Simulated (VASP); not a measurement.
# Cu3O2 (I4/mmm) in VASP: a series of runs

Cu3O2 is run at these levels: LDA; tasks: single point.

Program: VASP 6.6.1. These are calculated values, not measurements. Logs are shortened: lines on timing, memory, paths and dates and some standing lists are left out, and cuts for length are marked.

**1. The cell of the first run**

The structure is tetragonal, space group I4/mmm (No. 139). Conventional cell: a = 3.988 Å, b = 3.988 Å, c = 7.368 Å, α = 90.00°, β = 90.00°, γ = 90.00°. Within 2.4 Å of Cu (site symmetry -4m2) lie 2 O at 1.84 Å. Cu (site symmetry 4/mmm) has 4 O at 1.99 Å within 2.6 Å. O (site symmetry mmm) has 4 Cu at 1.84 to 1.99 Å within 2.4 Å.

**2. Single point, LDA**

Contents of INCAR:

```
SYSTEM = Cu3O2
PREC = Accurate
ENCUT = 520
EDIFF = 1E-7
ISMEAR = 0
SIGMA = 0.15
LREAL = .FALSE.
LASPH = .TRUE.
NELM = 60
ALGO = Normal
ISIF = 2
LWAVE = .FALSE.
LCHARG = .FALSE.
GGA = CA
NBANDS = 30
```

Contents of KPOINTS:

```
Automatic mesh
0
G
  14 14 14
  0 0 0
```

Contents of POSCAR:

```
Cu3O2
1.0
   -1.9941000000      1.9941000000      3.6842000000
    1.9941000000     -1.9941000000      3.6842000000
    1.9941000000      1.9941000000     -3.6842000000
Cu O
3 2
Direct
    0.2500000000      0.7500000000      0.5000000000
    0.7500000000      0.2500000000      0.5000000000
    0.0000000000      0.0000000000      0.0000000000
    0.0000000000      0.5000000000      0.5000000000
    0.5000000000      0.0000000000      0.5000000000
```

Potentials or basis: VASP PAW LDA potentials, release 64 (Cu, O).

Launch:

```sh
cat potpaw_LDA.64/Cu/POTCAR potpaw_LDA.64/O/POTCAR > POTCAR
mpirun -np 1 vasp_std > vasp.out
```

OUTCAR:

```text
SYSTEM = Cu3O2
   PREC = Accurate
   ENCUT = 520
   EDIFF = 1E-7
   ISMEAR = 0
   LREAL = .FALSE.
   LASPH = .TRUE.
   NELM = 60
   ISIF = 2
   GGA = CA

 ion  position               nearest neighbor table
   1  0.250  0.750  0.500-   4 1.84   5 1.84   3 2.71   3 2.71   3 2.71   3 2.71
   2  0.750  0.250  0.500-   4 1.84   5 1.84   3 2.71   3 2.71   3 2.71   3 2.71
   3  0.000  0.000  0.000-   4 1.99   5 1.99   4 1.99   5 1.99   2 2.71   1 2.71   1 2.71   2 2.71
                             2 2.71   1 2.71   1 2.71   2 2.71
   4  0.000  0.500  0.500-   1 1.84   2 1.84   3 1.99   3 1.99
   5  0.500  0.000  0.500-   1 1.84   2 1.84   3 1.99   3 1.99

  LATTYP: Found a body centered tetragonal cell.
 ALAT       =     3.9882000000
 C/A-ratio  =     1.8475502733

  Lattice vectors:

 A1 = (  -1.9941000000,   1.9941000000,   3.6842000000)
 A2 = (   1.9941000000,  -1.9941000000,   3.6842000000)
 A3 = (   1.9941000000,   1.9941000000,  -3.6842000000)

Analysis of symmetry for initial positions (statically):
=====================================================================
 Subroutine PRICEL returns:
 Original cell was already a primitive cell.

 Routine SETGRP: Setting up the symmetry group for a
 body centered tetragonal supercell.

 Subroutine GETGRP returns: Found 16 space group operations
 (whereof 16 operations were pure point group operations)
 out of a pool of 16 trial point group operations.

The static configuration has the point symmetry D_4h.

Analysis of symmetry for dynamics (positions and initial velocities):
=====================================================================
 Subroutine PRICEL returns:
 Original cell was already a primitive cell.

 Routine SETGRP: Setting up the symmetry group for a
 body centered tetragonal supercell.

 Subroutine GETGRP returns: Found 16 space group operations
 (whereof 16 operations were pure point group operations)
 out of a pool of 16 trial point group operations.

The dynamic configuration has the point symmetry D_4h.

 Subroutine INISYM returns: Found 16 space group operations
 (whereof 16 operations are pure point group operations),
 and found     1 'primitive' translations

----------------------------------------------------------------------------------------

                                     Primitive cell

  volume of cell :      58.5999

  direct lattice vectors                    reciprocal lattice vectors
    -1.994100000  1.994100000  3.684200000     0.000000000  0.250739682  0.135714673
     1.994100000 -1.994100000  3.684200000     0.250739682  0.000000000  0.135714673
     1.994100000  1.994100000 -3.684200000     0.250739682  0.250739682  0.000000000

  length of vectors
     4.639633526  4.639633526  4.639633526     0.285112014  0.285112014  0.354599459

  position of ions in fractional coordinates (direct lattice)
     0.250000000  0.750000000  0.500000000
     0.750000000  0.250000000  0.500000000
     0.000000000  0.000000000  0.000000000
     0.000000000  0.500000000  0.500000000
     0.500000000  0.000000000  0.500000000

  ion indices of the primitive-cell ions
   primitive index   ion index
                 1           1
                 2           2
                 3           3
                 4           4
                 5           5

----------------------------------------------------------------------------------------

 KPOINTS: Automatic mesh

Automatic generation of k-mesh.
 Grid dimensions read from file:
 generate k-points for:   14   14   14

 Generating k-lattice:

  Cartesian coordinates                     Fractional coordinates (reciprocal lattice)
     0.000000000  0.017909977  0.009693905     0.071428571  0.000000000  0.000000000
     0.017909977  0.000000000  0.009693905     0.000000000  0.071428571  0.000000000
     0.017909977  0.017909977  0.000000000     0.000000000  0.000000000  0.071428571

  Length of vectors
     0.020365144  0.020365144  0.025328533

  Shift w.r.t. Gamma in fractional coordinates (k-lattice)
     0.000000000  0.000000000  0.000000000

 Subroutine IBZKPT returns following result:
 ===========================================

 Found    244 irreducible k-points:

 Following reciprocal coordinates:
            Coordinates               Weight
  0.000000  0.000000  0.000000      1.000000
  0.071429 -0.000000  0.000000      8.000000
  0.142857  0.000000  0.000000      8.000000
  0.214286 -0.000000  0.000000      8.000000
  0.285714 -0.000000  0.000000      8.000000
  0.357143  0.000000  0.000000      8.000000
[... 16 lines left out ...]
  0.214286  0.142857  0.000000     16.000000
  0.285714  0.142857  0.000000     16.000000
 [... further k-points ...]
   k-points           NKPTS =    244   k-points in BZ     NKDIM =    244   number of bands    NBANDS=     30
   number of dos      NEDOS =    301   number of ions     NIONS =      5
   total plane-waves  NPLWV =  46656
   dimension x,y,z NGX =    36 NGY =   36 NGZ =   36
   dimension x,y,z NGXF=    72 NGYF=   72 NGZF=   72
   ions per type =               3   2
   NGX,Y,Z   is equivalent  to a cutoff of  12.90, 12.90, 12.90 a.u.
   NGXF,Y,Z  is equivalent  to a cutoff of  25.80, 25.80, 25.80 a.u.
 SYSTEM =  Cu3O2
   PREC   = accura    normal or accurate (medium, high low for compatibility)
   ISTART =      0    job   : 0-new  1-cont  2-samecut
   ICHARG =      2    charge: 1-file 2-atom 10-const
   ISPIN  =      1    spin polarized calculation?
   LNONCOLLINEAR =      F non collinear calculations
   LSORBIT =      F    spin-orbit coupling
   LASPH  =      T    aspherical Exc in radial PAW
   ENCUT  =  520.0 eV  38.22 Ry    6.18 a.u.   8.63  8.63  8.63*2*pi/ulx,y,z
   NELM   =     60;   NELMIN=  2; NELMDL= -5     # of ELM steps
   EDIFF  = 0.1E-06   stopping-criterion for ELM
   LREAL  =      F    real-space projection
   EDIFFG = 0.1E-05   stopping-criterion for IOM
   NSW    =      0    number of steps for IOM
   IBRION =     -1    ionic relax: 0-MD 1-quasi-New 2-CG
   NFREE  =      0    steps in history (QN), initial steepest desc. (CG)
   ISIF   =      2    stress and relaxation
   ISYM   =      2    0-nonsym 1-usesym 2-fastsym
   POTIM  = 0.5000    time-step for ionic-motion
   TEBEG  =    0.0;   TEEND  =   0.0 temperature during run
   PSTRESS=    0.0 pullay stress
   NELECT =      45.0000    total number of electrons
   NUPDOWN=      -1.0000    fix difference up-down
   EMIN   =  10.00;   EMAX   =-10.00  energy-range for DOS
   EFERMI =   0.00;   METHOD = LEGACY
   ISMEAR =     0;   SIGMA  =   0.15  broadening in eV -4-tet -1-fermi 0-gaus
   EFERMI_NEDOS =   21; number of points for ismear=-14 and -15
   IALGO  =     38    algorithm
   IMIX   =      4    mixing-type and parameters
     AMIX     =   0.40;   BMIX     =  1.00
     AMIX_MAG =   1.60;   BMIX_MAG =  1.00
  volume/ion in A,a.u.               =      11.72        79.09
  Fermi-wavevector in a.u.,A,eV,Ry     =   1.499155  2.832993 30.578643  2.247467
  Thomas-Fermi vector in A             =   2.610822
   LORBIT       =      0    0 simple, 1 ext, 2 COOP (PROOUT), +10 PAW based schemes
   GGA     = CA    functional components
   LHFCALC =     F    Hartree Fock is set to
   AEXX    =    0.0000 exact exchange contribution
   IVDW    =     0    specifies the selected vdW correction
   LEPSILON=     F    determine dielectric tensor
   LRPA    =     F    only Hartree local field effects (RPA)
 non-spin polarized calculation
 Gauss-broadening in eV      SIGMA  =   0.15
  energy-cutoff  :      520.00
  volume of cell :       58.60
 maximum number of plane-waves:      1611
   NGX = 17   NGY = 17   NGZ = 17

 number of electron      45.0000025 magnetization

 Free energy of the ion-electron system (eV)
  ---------------------------------------------------
  ext. energy  EPLUGINS =         0.00000000
  ---------------------------------------------------
  free energy    TOTEN  =       -27.14318402 eV

  energy without entropy =      -27.12178334  energy(sigma->0) =      -27.13248368

 E-fermi :   4.3413     XC(G=0): -11.8104

 val. band max:        4.3398899764   @ k =   0.4286   0.1429   0.0000
 cond. band min:       4.3484555446   @ k =  -0.2143   0.4286   0.0714
 fundamental gap:      0.0085655683
 Fermi energy:         4.3413417693

 k-point     1 :       0.0000    0.0000    0.0000
  band No.  band energies     occupation
      1     -14.6248      2.00000
      2     -13.2643      2.00000
      3      -2.2733      2.00000
      4      -1.3407      2.00000
      5      -1.3407      2.00000
      6      -0.7956      2.00000
[... 22 lines left out ...]
     29      15.1851      0.00000
     30      15.3711      0.00000

 k-point     2 :       0.0714   -0.0000    0.0000
  band No.  band energies     occupation
      1     -14.6048      2.00000
      2     -13.2771      2.00000
      3      -2.2670      2.00000
      4      -1.3914      2.00000
      5      -1.3212      2.00000
      6      -0.8665      2.00000
[... 22 lines left out ...]
     29      14.9159      0.00000
     30      15.7864      0.00000

 k-point     3 :       0.1429    0.0000    0.0000
  band No.  band energies     occupation
      1     -14.5461      2.00000
      2     -13.3154      2.00000
      3      -2.2478      2.00000
      4      -1.5321      2.00000
      5      -1.2636      2.00000
      6      -1.0179      2.00000
[... 22 lines left out ...]
     29      14.7936      0.00000
     30      16.3033      0.00000

 k-point     4 :       0.2143   -0.0000    0.0000
  band No.  band energies     occupation
      1     -14.4528      2.00000
      2     -13.3789      2.00000
      3      -2.2156      2.00000
      4      -1.7317      2.00000
      5      -1.1972      2.00000
      6      -1.1701      2.00000
[... 616 lines left out ...]
     29      14.8117      0.00000
     30      15.7037      0.00000

 k-point    23 :       0.2143    0.1429    0.0000
  band No.  band energies     occupation
      1     -14.3346      2.00000
      2     -13.4652      2.00000
      3      -1.9331      2.00000
      4      -1.8063      2.00000
      5      -1.6978      2.00000
      6      -1.2060      2.00000
[... 22 lines left out ...]
     29      14.6627      0.00000
     30      15.7474      0.00000

 k-point    24 :       0.2857    0.1429    0.0000
  band No.  band energies     occupation
      1     -14.2084      2.00000
      2     -13.5545      2.00000
      3      -2.0243      2.00000
      4      -1.9345      2.00000
      5      -1.7810      2.00000
      6      -1.1347      2.00000
[... 22 lines left out ...]
     29      14.4308      0.00000
     30      15.7120      0.00000

 [... further k-points ...]

------------------------ aborting loop because EDIFF is reached ----------------------------------------

  FORCE on cell =-STRESS in cart. coord.  units (eV):
  Direction    XX          YY          ZZ          XY          YZ          ZX
  --------------------------------------------------------------------------------------
  -------------------------------------------------------------------------------------
  Total       -2.2714447     -2.2714447     -5.5132128      0.0000000      0.0000000      0.0000000
  in kB      -62.1034445    -62.1034445   -150.7364488      0.0000000      0.0000000      0.0000000
  external PRESSURE =     -91.6477793 kB  Pullay stress =       0.0000000 kB

 VOLUME and BASIS-vectors are now :
 -----------------------------------------------------------------------------
  energy-cutoff  :      520.00
  volume of cell :       58.60
      direct lattice vectors                 reciprocal lattice vectors
    -1.994100000  1.994100000  3.684200000     0.000000000  0.250739682  0.135714673
     1.994100000 -1.994100000  3.684200000     0.250739682  0.000000000  0.135714673
     1.994100000  1.994100000 -3.684200000     0.250739682  0.250739682  0.000000000

 POSITION                                       TOTAL-FORCE (eV/Angst)
 -----------------------------------------------------------------------------------
      1.99410     -0.00000      1.84210         0.000000     -0.000000     -0.000000
     -0.00000      1.99410      1.84210        -0.000000      0.000000      0.000000
      0.00000      0.00000      0.00000         0.000000     -0.000000     -0.000000
      1.99410      0.00000      0.00000         0.000000     -0.000000     -0.000000
      0.00000      1.99410      0.00000         0.000000     -0.000000     -0.000000
 -----------------------------------------------------------------------------------
    total drift:                                0.000000      0.000000      0.000000

  FREE ENERGIE OF THE ION-ELECTRON SYSTEM (eV)
  ---------------------------------------------------
  free  energy   TOTEN  =       -27.1431840176 eV

  energy  without entropy=      -27.1217833441  energy(sigma->0) =      -27.13248368
```

Wall time 4.1 min (1 thread of Intel Xeon 6975P-C (Granite Rapids), shared host); peak memory 0.43 GiB.

Results:

```yaml
Free_energy: -27.1432 eV
Pressure: -9.2 GPa
Band_gap_on_the_k_mesh: zero (an odd number of electrons rules out a gap without spin polarisation)
```

Caveat: the stress differs along the axes, from -15 to -6 GPa. With open d or f shells a metallic result of LDA can be an artefact of self-interaction; +U or a hybrid may open a gap.

(Part 1 of 2 ends here.)
